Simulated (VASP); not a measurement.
# Co (Im-3m) in VASP: further runs, part 2 of 2

VASP 6.6.1.

### Step 5. Single point, PBE, collinear spin, ferromagnetic start (11.09 Å³/atom)

Input file INCAR:

```
  ALGO = Fast
  EDIFF = 1E-6
  ENCUT = 520
  GGA = PE
  ISIF = 2
  ISMEAR = 0
  ISPIN = 2
  LASPH = True
  LCHARG = True
  LELF = True
  LMAXMIX = 4
  LORBIT = 11
  LREAL = False
  LVHAR = True
  LWAVE = False
  MAGMOM = 1.99
  NBANDS = 14
  NELM = 150
  PREC = Accurate
  SIGMA = 0.05
```

Input file KPOINTS:

```
k-points
0
Gamma
  20 20 20
```

Input file POSCAR:

```
Co
1.0
   -1.4047453212      1.4047453212      1.4047453212
    1.4047453212     -1.4047453212      1.4047453212
    1.4047453212      1.4047453212     -1.4047453212
Co
1
Direct
    0.0000000000      0.0000000000      0.0000000000
```

Potentials or basis: VASP PAW PBE potentials, release 64 (Co).

Command:

```bash
cat potpaw_PBE.64/Co/POTCAR > POTCAR
mpirun -np 1 vasp_std > vasp.out
```

OUTCAR:

```text
EDIFF = 1E-6
   ENCUT = 520
   GGA = PE
   ISIF = 2
   ISMEAR = 0
   ISPIN = 2
   LASPH = True
   LORBIT = 11
   LREAL = False
   NELM = 150
   PREC = Accurate

 ion  position               nearest neighbor table
   1  0.000  0.000  0.000-

  LATTYP: Found a body centered cubic cell.
 ALAT       =     2.8094906424

  Lattice vectors:

 A1 = (  -1.4047453212,   1.4047453212,   1.4047453212)
 A2 = (   1.4047453212,  -1.4047453212,   1.4047453212)
 A3 = (   1.4047453212,   1.4047453212,  -1.4047453212)

Analysis of symmetry for initial positions (statically):
=====================================================================
 Subroutine PRICEL returns:
 Original cell was already a primitive cell.

 Routine SETGRP: Setting up the symmetry group for a
 body centered cubic supercell.

 Subroutine GETGRP returns: Found 48 space group operations
 (whereof 48 operations were pure point group operations)
 out of a pool of 48 trial point group operations.

The static configuration has the point symmetry O_h .

Analysis of symmetry for dynamics (positions and initial velocities):
=====================================================================
 Subroutine PRICEL returns:
 Original cell was already a primitive cell.

 Routine SETGRP: Setting up the symmetry group for a
 body centered cubic supercell.

 Subroutine GETGRP returns: Found 48 space group operations
 (whereof 48 operations were pure point group operations)
 out of a pool of 48 trial point group operations.

The dynamic configuration has the point symmetry O_h .

Analysis of structural, dynamic, and magnetic symmetry:
=====================================================================
 Subroutine PRICEL returns:
 Original cell was already a primitive cell.

 Routine SETGRP: Setting up the symmetry group for a
 body centered cubic supercell.

 Subroutine GETGRP returns: Found 48 space group operations
 (whereof 48 operations were pure point group operations)
 out of a pool of 48 trial point group operations.

The overall configuration has the point symmetry O_h .

[... 160 lines left out ...]
      5       8.3361      1.00000
      6       8.3361      1.00000
      7      35.4704      0.00000
      8      35.4704      0.00000
      9      35.4704      0.00000
     10      40.5826      0.00000
     11      40.5826      0.00000
     12      42.3000      0.00000
     13      42.3000      0.00000
     14      42.3036      0.00000
[... 379 lines left out ...]
      3       7.0566      1.00000
      4       8.2002      1.00000
      5       8.5120      1.00000
      6       9.1149      1.00000
      7      23.2910      0.00000
      8      28.0440      0.00000
      9      31.4174      0.00000
     10      35.2834      0.00000
     11      39.5623      0.00000
     12      41.0552      0.00000
     13      46.9910      0.00000
     14      49.0637      0.00000

 [... further k-points ...]

 spin component 2

 k-point     1 :       0.0000    0.0000    0.0000
  band No.  band energies     occupation
      1       1.1909      1.00000
      2       8.8070      1.00000
      3       8.8070      1.00000
      4       8.8070      1.00000
      5      10.6426      0.00000
      6      10.6426      0.00000
      7      35.2210      0.00000
      8      35.2210      0.00000
      9      35.2210      0.00000
     10      40.6559      0.00000
     11      40.6559      0.00000
     12      43.1246      0.00000
     13      43.1251      0.00000
     14      43.1251      0.00000
[... 379 lines left out ...]
      3       8.3785      1.00000
      4      10.2866      0.67923
      5      10.6507      0.00000
      6      10.8722      0.00000
      7      23.7861      0.00000
      8      28.3020      0.00000
      9      31.7594      0.00000
     10      35.3739      0.00000
     11      39.8744      0.00000
     12      41.2802      0.00000
     13      47.1360      0.00000
     14      49.3427      0.00000

 [... further k-points ...]

------------------------ aborting loop because EDIFF is reached ----------------------------------------

  FORCE on cell =-STRESS in cart. coord.  units (eV):
  Direction    XX          YY          ZZ          XY          YZ          ZX
  --------------------------------------------------------------------------------------
  -------------------------------------------------------------------------------------
  Total       -0.0669657     -0.0669657     -0.0669657      0.0000000      0.0000000     -0.0000000
  in kB       -9.6763214     -9.6763214     -9.6763214      0.0000000      0.0000000     -0.0000000
  external PRESSURE =      -9.6763214 kB  Pullay stress =       0.0000000 kB

 VOLUME and BASIS-vectors are now :
 -----------------------------------------------------------------------------
  energy-cutoff  :      520.00
  volume of cell :       11.09
      direct lattice vectors                 reciprocal lattice vectors
    -1.404745321  1.404745321  1.404745321     0.000000000  0.355936405  0.355936405
     1.404745321 -1.404745321  1.404745321     0.355936405  0.000000000  0.355936405
     1.404745321  1.404745321 -1.404745321     0.355936405  0.355936405  0.000000000

 POSITION                                       TOTAL-FORCE (eV/Angst)
 -----------------------------------------------------------------------------------
      0.00000      0.00000      0.00000         0.000000     -0.000000      0.000000
 -----------------------------------------------------------------------------------
    total drift:                                0.000000      0.000000      0.000000

  FREE ENERGIE OF THE ION-ELECTRON SYSTEM (eV)
  ---------------------------------------------------
  free  energy   TOTEN  =        -6.9471593764 eV

  energy  without entropy=       -6.9451045691  energy(sigma->0) =       -6.94613197

 total charge

# of ion       s       p       d       tot
------------------------------------------
    1        0.480   0.514   7.232   8.225

 magnetization (x)

# of ion       s       p       d       tot
------------------------------------------
    1       -0.005  -0.047   1.797   1.746
```

stdout:

```text
POSCAR found type information on POSCAR Co
 POSCAR found :  1 types and       1 ions
 scaLAPACK will be used
 LDA part: xc-table for (Slater+PW92), standard interpolation
 POSCAR, INCAR and KPOINTS ok, starting setup
 FFT: planning ... GRIDC
 FFT: planning ... GRID_SOFT
 FFT: planning ... GRID
 WAVECAR not read
 entering main loop
WARNING in EDDRMM: call to ZHEGV failed, returncode =   6  3     12
WARNING in EDDRMM: call to ZHEGV failed, returncode =   6  3     11
WARNING in EDDRMM: call to ZHEGV failed, returncode =   8  4     12
```

It took 37 s on 1 thread of Intel Xeon 6975P-C (Granite Rapids), shared host; peak memory 0.17 GiB.

What came out:

```yaml
Free_energy: -6.9472 eV
Pressure: -1.0 GPa
Net_moment: 1.72 μB per cell
Site_moments: Co +1.75 μB
Valence_electrons_inside_the_program's_atomic_spheres: Co 8.22
```

### Step 6. Single point, PBE, collinear spin, ferromagnetic start

Input file INCAR:

```
  PREC = Accurate
  ENCUT = 520
  EDIFF = 1E-7
  ISMEAR = 0
  SIGMA = 0.05
  LREAL = False
  LASPH = True
  NELM = 150
  ALGO = Fast
  ISIF = 2
  LWAVE = False
  LCHARG = False
  ISPIN = 2
  MAGMOM = 0.5
  LORBIT = 11
  LMAXMIX = 4
  GGA = PE
  NBANDS = 14
```

Input file KPOINTS:

```
regular mesh
0
Gamma
  20 20 20
```

POSCAR is that of step 5.

Potentials or basis: VASP PAW PBE potentials, release 64 (Co).

Command:

```bash
cat potpaw_PBE.64/Co/POTCAR > POTCAR
mpirun -np 1 vasp_std > vasp.out
```

It took 40 s on 1 thread of Intel Xeon 6975P-C (Granite Rapids), shared host; peak memory 0.17 GiB.

Results (log left out):

```yaml
Free_energy: -6.9472 eV
Pressure: -0.9 GPa
Net_moment: 1.72 μB per cell
Site_moments: Co +1.75 μB
Valence_electrons_inside_the_program's_atomic_spheres: Co 8.22
```

Levels at points of the mesh, in eV from the Fermi level:
Spin up:
```
           k point  band 3  band 4  band 5  band 6  band 7  band 8
(0.00, 0.00, 0.00)   -3.01   -3.01   -1.97   -1.97   25.17   25.17
(0.50, 0.00, 0.00)   -1.90   -1.81   -0.61   -0.08    6.28   18.22
(0.50, 0.50, 0.50)   -0.85   -0.85   -0.85    9.38    9.38    9.38
```
Spin down:
```csv
k point,band 2,band 3,band 4,band 5,band 6,band 7
"(0.00, 0.00, 0.00)",-1.50,-1.50,-1.50,0.34,0.34,24.92
"(0.50, 0.00, 0.00)",-2.62,-0.10,0.20,0.55,1.15,7.29
"(0.50, 0.50, 0.50)",-3.76,0.89,0.89,0.89,9.48,9.48
```

### Step 7. Summary

```csv
spin,cell,gap on the mesh (eV),pressure (GPa),moment (μB)
off,"a = 2.433 Å, angles 109.5°, 1 atom",none,-11.5,-
"collinear, ferromagnetic start","a = 2.434 Å, angles 109.5°, 1 atom",none,-1.3,1.72
"collinear, ferromagnetic start","a = 2.431 Å, angles 109.5°, 1 atom",none,-0.3,1.72
"collinear, ferromagnetic start","a = 2.433 Å, angles 109.5°, 1 atom",none,-0.9,1.72
```

Alike in all rows: task single point; level PBE; potentials or basis VASP PAW PBE potentials, release 64 (Co); k mesh 20 × 20 × 20; cutoff (eV) 520; smearing gaussian 0.05 eV.

Caveats: the cell stands under tension (at least some runs).

Total energies depend on the potentials used, so only differences within one code and one set of settings carry meaning.
